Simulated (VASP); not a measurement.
Crystal: NaCl.

```xyz
2
Lattice="0.0000 2.7941 2.7941 2.7941 0.0000 2.7941 2.7941 2.7941 0.0000" Properties=species:S:1:pos:R:3 pbc="T T T"
Cl    2.7941    2.7941    2.7941
Na    0.0000    0.0000    0.0000
```

| Quantity | Value |
| --- | --- |
| Program | VASP 6.6.1 |
| Task | relaxation of cell and atoms |
| Functional | revPBE |
| Potentials or basis | VASP PAW PBE potentials, release 64 (Cl, Na_pv) |
| Cutoff | 600 eV |
| k mesh | 8 × 8 × 8 |
| Occupations | fermi-dirac, width 0.05 eV |
| Spin | no spin polarisation |

At the start: pressure 3.3 GPa; volume 21.81 Å³/atom.

**Question.** How do energy, volume and symmetry change on relaxing?

**Answer.** Over 4 steps the energy falls by 26.4 meV/atom and the volume is 24.75 Å³/atom (+13.5 %); space group Fm-3m (No. 225, to 0.05 Å).

Step by step:
| step | energy change (eV) | largest force (eV/Å) | pressure (GPa) | volume (Å³) |
| --- | --- | --- | --- | --- |
| 1 | 0.0000 | 0.0000 | 3.27 | 43.63 |
| 2 | -0.0408 | 0.0000 | 1.39 | 46.50 |
| 3 | -0.0513 | 0.0000 | -0.41 | 50.51 |
| 4 | -0.0527 | 0.0000 | -0.03 | 49.50 |

Final structure:
```cif
data_structure
_symmetry_space_group_name_H-M 'P 1'
_symmetry_Int_Tables_number 1
_cell_length_a 4.1215
_cell_length_b 4.1215
_cell_length_c 4.1215
_cell_angle_alpha 60.000
_cell_angle_beta 60.000
_cell_angle_gamma 60.000
_cell_volume 49.50
loop_
_atom_site_label
_atom_site_type_symbol
_atom_site_fract_x
_atom_site_fract_y
_atom_site_fract_z
_atom_site_occupancy
Cl1 Cl 0.50000 0.50000 0.50000 1
Na1 Na 0.00000 0.00000 0.00000 1
```

Caveat: the PAW data sets were made with another functional, which shifts forces and pressure a little.
